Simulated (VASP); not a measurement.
# Ti (Fm-3m) in VASP: a series of runs, part 2 of 2

VASP 6.6.1. Earlier steps stand in the parts before.

## (3) Single point, PBE

This run uses another cell than the first one, of 17.74 Å³/atom.

The input, INCAR:

```
  PREC = Accurate
  ENCUT = 520
  EDIFF = 1E-6
  ISMEAR = -1
  SIGMA = 0.06122561905347299
  LREAL = False
  LASPH = True
  NELM = 60
  ALGO = Normal
  ISIF = 2
  LWAVE = False
  LCHARG = False
  GGA = PE
  NBANDS = 12
```

The input, KPOINTS:

```
Automatic mesh
0
Gamma
  16 16 16
```

The input, POSCAR:

```
Ti
1.0
    0.0000000000      2.0701855930      2.0701855930
    2.0701855930      0.0000000000      2.0701855930
    2.0701855930      2.0701855930      0.0000000000
Ti
1
Direct
    0.0000000000      0.0000000000      0.0000000000
```

Potentials or basis: VASP PAW PBE potentials, release 64 (Ti_sv).

The run is started by

```console
> cat potpaw_PBE.64/Ti_sv/POTCAR > POTCAR
> mpirun -np 1 vasp_std > vasp.out
```

OUTCAR:

```text
PREC = Accurate
   ENCUT = 520
   EDIFF = 1E-6
   ISMEAR = -1
   LREAL = False
   LASPH = True
   NELM = 60
   ISIF = 2
   GGA = PE

 ion  position               nearest neighbor table
   1  0.000  0.000  0.000-

  LATTYP: Found a face centered cubic cell.
 ALAT       =     4.1403711860

  Lattice vectors:

 A1 = (   0.0000000000,   2.0701855930,   2.0701855930)
 A2 = (   2.0701855930,   0.0000000000,   2.0701855930)
[... 537 lines left out ...]
     10      10.4488      0.00000
     11      23.3323      0.00000
     12      25.5882      0.00000

 [... further k-points ...]

------------------------ aborting loop because EDIFF is reached ----------------------------------------

  FORCE on cell =-STRESS in cart. coord.  units (eV):
  Direction    XX          YY          ZZ          XY          YZ          ZX
  --------------------------------------------------------------------------------------
  -------------------------------------------------------------------------------------
  Total       -0.2535143     -0.2535143     -0.2535143     -0.0000000     -0.0000000      0.0000000
  in kB      -22.8904920    -22.8904920    -22.8904920     -0.0000000     -0.0000000      0.0000000
  external PRESSURE =     -22.8904920 kB  Pullay stress =       0.0000000 kB

 VOLUME and BASIS-vectors are now :
 -----------------------------------------------------------------------------
  energy-cutoff  :      520.00
  volume of cell :       17.74
      direct lattice vectors                 reciprocal lattice vectors
     0.000000000  2.070185593  2.070185593    -0.241524239  0.241524239  0.241524239
     2.070185593  0.000000000  2.070185593     0.241524239 -0.241524239  0.241524239
     2.070185593  2.070185593  0.000000000     0.241524239  0.241524239 -0.241524239

 POSITION                                       TOTAL-FORCE (eV/Angst)
 -----------------------------------------------------------------------------------
      0.00000      0.00000      0.00000         0.000000     -0.000000      0.000000
 -----------------------------------------------------------------------------------
    total drift:                                0.000000      0.000000      0.000000

  FREE ENERGIE OF THE ION-ELECTRON SYSTEM (eV)
  ---------------------------------------------------
  free  energy   TOTEN  =        -7.7856541083 eV

  energy  without entropy=       -7.7632722569  energy(sigma->0) =       -7.77446318
```

OSZICAR:

```text
N       E                     dE             d eps       ncg     rms          rms(c)
DAV:   1     0.860757193943E+02    0.86076E+02   -0.64657E+03  3488   0.120E+03
DAV:   2    -0.447558664239E+01   -0.90551E+02   -0.88164E+02  3532   0.296E+02
DAV:   3    -0.874675035565E+01   -0.42712E+01   -0.42236E+01  4884   0.652E+01
DAV:   4    -0.883640166173E+01   -0.89651E-01   -0.89493E-01  3944   0.824E+00
DAV:   5    -0.883861253901E+01   -0.22109E-02   -0.22108E-02  4192   0.117E+00    0.815E+00
DAV:   6    -0.779257202949E+01    0.10460E+01   -0.21511E+00  3784   0.218E+01    0.211E+00
DAV:   7    -0.777720852690E+01    0.15364E-01   -0.10576E-01  4252   0.371E+00    0.127E+00
DAV:   8    -0.778548331510E+01   -0.82748E-02   -0.37308E-02  3648   0.256E+00    0.190E-01
DAV:   9    -0.778565961401E+01   -0.17630E-03   -0.48189E-03  4516   0.834E-01    0.857E-02
DAV:  10    -0.778567696199E+01   -0.17348E-04   -0.25309E-04  3716   0.195E-01    0.243E-02
DAV:  11    -0.778565513541E+01    0.21827E-04   -0.20463E-05  4188   0.563E-02    0.115E-02
DAV:  12    -0.778565367614E+01    0.14593E-05   -0.30213E-06  3760   0.235E-02    0.169E-03
DAV:  13    -0.778565410826E+01   -0.43212E-06   -0.28868E-07  2280   0.509E-03
   1 F= -.77856541E+01 E0= -.77744632E+01  d E =-.223819E-01
```

Wall time 14 s (1 thread of Intel Xeon 6975P-C (Granite Rapids), shared host); peak memory 0.15 GiB.

Results:

| Property | Result |
| --- | --- |
| Free energy | -7.7857 eV |
| Pressure | -2.3 GPa |
| Band gap on the k mesh | zero (bands 6 and 7 overlap by 1.23 eV) |

Levels at points of the mesh, in eV from the Fermi level:
```
           k point  band 2  band 3  band 4  band 5  band 6  band 7  band 8  band 9  band 10  band 11
(0.00, 0.00, 0.00)  -32.63  -32.63  -32.63   -6.04    0.86    0.86    0.86    2.45     2.45    15.13
(0.50, 0.00, 0.00)  -33.25  -32.71  -32.71   -2.54    0.58    0.76    0.76    3.48     3.48     7.94
(0.50, 0.50, 0.00)  -33.21  -32.85  -32.85   -2.49   -1.65    2.75    3.47    3.74     3.74    10.29
```

## (4) Single point, PBE

This run uses another cell than the first one, of 18.09 Å³/atom.

The input, INCAR:

```
SYSTEM = Ti
  ALGO = Normal
  EDIFF = 1E-7
  ENCUT = 520
  GGA = PE
  ISIF = 2
  ISMEAR = -1
  LASPH = .True.
  LCHARG = .False.
  LREAL = .False.
  LWAVE = .False.
  NBANDS = 12
  NELM = 80
  PREC = Accurate
  SIGMA = 0.06122561905347299
```

The input, KPOINTS:

```
k-points
0
Gamma
  16 16 16
  0 0 0
```

The input, POSCAR:

```
Ti
1.0
    0.0000000000      2.0836287333      2.0836287333
    2.0836287333      0.0000000000      2.0836287333
    2.0836287333      2.0836287333      0.0000000000
Ti
1
Direct
    0.0000000000      0.0000000000      0.0000000000
```

The run is started by

```console
> cat potpaw_PBE.64/Ti_sv/POTCAR > POTCAR
> mpirun -np 1 vasp_std > vasp.out
```

Run time: 14 s. Hardware: 1 thread of Intel Xeon 6975P-C (Granite Rapids), shared host; peak memory 0.15 GiB.

It converged, with:

```yaml
Free_energy: -7.7788 eV
Pressure: -4.1 GPa
Band_gap_on_the_k_mesh: zero (bands 6 and 7 overlap by 1.22 eV)
```

Levels at points of the mesh, in eV from the Fermi level:
| k point | band 3 | band 4 | band 5 | band 6 | band 7 | band 8 | band 9 | band 10 |
| --- | --- | --- | --- | --- | --- | --- | --- | --- |
| (0.00, 0.00, 0.00) | -32.68 | -32.68 | -5.99 | 0.85 | 0.85 | 0.85 | 2.39 | 2.39 |
| (0.50, 0.00, 0.00) | -32.76 | -32.76 | -2.49 | 0.54 | 0.75 | 0.75 | 3.39 | 3.39 |
| (0.50, 0.50, 0.00) | -32.89 | -32.89 | -2.43 | -1.60 | 2.67 | 3.39 | 3.65 | 3.65 |

Caveat: the cell stands under tension.

## (5) Single point, PBE

This run uses another cell than the first one, of 18.09 Å³/atom.

The input, INCAR:

```
  PREC = Accurate
  ENCUT = 520
  EDIFF = 1E-6
  ISMEAR = -1
  SIGMA = 0.06122561905347299
  LREAL = False
  LASPH = True
  NELM = 80
  ALGO = Normal
  ISIF = 2
  LWAVE = False
  LCHARG = True
  GGA = PE
  LELF = True
  LVHAR = True
  NBANDS = 12
```

The input, KPOINTS:

```
Automatic mesh
0
Gamma
  16 16 16
```

POSCAR is that of step 4.

The run is started by

```console
> cat potpaw_PBE.64/Ti_sv/POTCAR > POTCAR
> mpirun -np 1 vasp_std > vasp.out
```

Wall time 14 s (1 thread of Intel Xeon 6975P-C (Granite Rapids), shared host); peak memory 0.16 GiB.

Results (log left out):

* Free energy: -7.7788 eV
* Pressure: -4.1 GPa
* Band gap on the k mesh: zero (bands 6 and 7 overlap by 1.21 eV)

Levels at points of the mesh, in eV from the Fermi level:
```csv
k point,band 2,band 3,band 4,band 5,band 6,band 7,band 8,band 9,band 10,band 11
"(0.00, 0.00, 0.00)",-32.68,-32.68,-32.68,-5.99,0.85,0.85,0.85,2.39,2.39,15.02
"(0.50, 0.00, 0.00)",-33.27,-32.76,-32.76,-2.49,0.54,0.75,0.75,3.39,3.39,7.75
"(0.50, 0.50, 0.00)",-33.23,-32.89,-32.89,-2.43,-1.60,2.67,3.39,3.65,3.65,10.07
```

Caveat: the cell stands under tension.

## (6) Single point, PBE

This run uses another cell than the first one, of 18.44 Å³/atom.

The input, INCAR:

```
  PREC = Accurate
  ENCUT = 520
  EDIFF = 1E-7
  ISMEAR = -1
  SIGMA = 0.06122561905347299
  LREAL = F
  LASPH = T
  NELM = 60
  ALGO = Normal
  ISIF = 2
  LWAVE = F
  LCHARG = T
  GGA = PE
  LELF = T
  LVHAR = T
  NBANDS = 12
```

KPOINTS is that of step 5.

The input, POSCAR:

```
Ti
1.0
    0.0000000000      2.0969006117      2.0969006117
    2.0969006117      0.0000000000      2.0969006117
    2.0969006117      2.0969006117      0.0000000000
Ti
1
Direct
    0.0000000000      0.0000000000      0.0000000000
```

Potentials or basis: VASP PAW PBE potentials, release 64 (Ti_sv).

The run is started by

```console
> cat potpaw_PBE.64/Ti_sv/POTCAR > POTCAR
> mpirun -np 1 vasp_std > vasp.out
```

It took 14 s on 1 thread of Intel Xeon 6975P-C (Granite Rapids), shared host; peak memory 0.15 GiB.

The run converged. Its results:

```
Free energy            : -7.7681 eV
Pressure               : -5.8 GPa
Band gap on the k mesh : zero (bands 6 and 7 overlap by 1.20 eV)
```

Levels at points of the mesh, in eV from the Fermi level:
| k point | band 4 | band 5 | band 6 | band 7 | band 8 | band 9 |
| --- | --- | --- | --- | --- | --- | --- |
| (0.00, 0.00, 0.00) | -32.74 | -5.95 | 0.84 | 0.84 | 0.84 | 2.34 |
| (0.50, 0.00, 0.00) | -32.81 | -2.45 | 0.50 | 0.74 | 0.74 | 3.31 |
| (0.50, 0.50, 0.00) | -32.93 | -2.37 | -1.55 | 2.59 | 3.31 | 3.56 |

Caveat: the cell stands under tension.

## (7) Summary

| cell | gap on the mesh (eV) | pressure (GPa) |
| --- | --- | --- |
| a = 2.908 Å, angles 60.0°, 1 atom | none | -0.3 |
| a = 2.928 Å, angles 60.0°, 1 atom | none | -2.3 |
| a = 2.947 Å, angles 60.0°, 1 atom | none | -4.1 |
| a = 2.965 Å, angles 60.0°, 1 atom | none | -5.8 |

Alike in all rows: task single point; level PBE; potentials or basis VASP PAW PBE potentials, release 64 (Ti_sv); no spin polarisation; k mesh 16 × 16 × 16; cutoff (eV) 520; smearing fermi-dirac 0.0612256 eV.

Caveats: the cell stands under tension (at least some runs).

Absolute energies hang on the potentials; compare differences alone.
